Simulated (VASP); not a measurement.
A run of VASP 6.6.1:

Contents of INCAR:

```
SYSTEM = Al9O
ALGO = Normal ; DIPOL = 0.5 0.5 0.328
EDIFF = 1E-6 ; ENCUT = 520
GGA = PE ; GGA_COMPAT = .False.
IDIPOL = 3 ; ISIF = 2
ISMEAR = 0 ; LASPH = .True.
LCHARG = .True. ; LDIPOL = .True.
LELF = .True. ; LREAL = .False.
LVACPOTAV = .True. ; LVHAR = .True.
LWAVE = .False. ; NBANDS = 28
NELM = 120 ; NELMDL = -8
PREC = Accurate ; SIGMA = 0.1
```

Contents of KPOINTS:

```
k-points
0
Gamma
  9 3 1
  0 0 0
```

The input POSCAR:

```
Al9O
1.0
    2.8535431553      0.0000000000      0.0000000000
   -1.4267715776      9.7014842380      0.0000000000
    0.0000000000      0.0000000000     20.2903703519
Al O
9 1
Direct
    0.5324432082      0.0648864163      0.1971378506
    0.6709612116      0.3419224231      0.2462112388
    0.2986648122      0.5973296244      0.2560259164
    0.9263684129      0.8527368258      0.2658405940
    0.0639544186      0.1277109169      0.3154271774
    0.1995835202      0.4042231294      0.3707799915
    0.8288001075      0.6596656514      0.3785021758
    0.4526153831      0.9110819252      0.3874246337
    0.5924854486      0.1814072004      0.4332286794
    0.5924854486      0.4314072004      0.4324568851
```

Potentials or basis: VASP PAW PBE potentials, release 64 (Al, O).

Launch:

```console
$ cat potpaw_PBE.64/Al/POTCAR potpaw_PBE.64/O/POTCAR > POTCAR
$ mpirun -np 1 vasp_std > vasp.out
```

Hardware: 1 thread of Intel(R) Xeon(R) Platinum 8488C (Sapphire Rapids) (shared host).

Task: How long does it take, and how much memory?

Result: It took 8.5 min on 1 thread of Intel(R) Xeon(R) Platinum 8488C (Sapphire Rapids) (shared host), peak memory 0.67 GiB. Counts: scf iterations 28, k points 14.
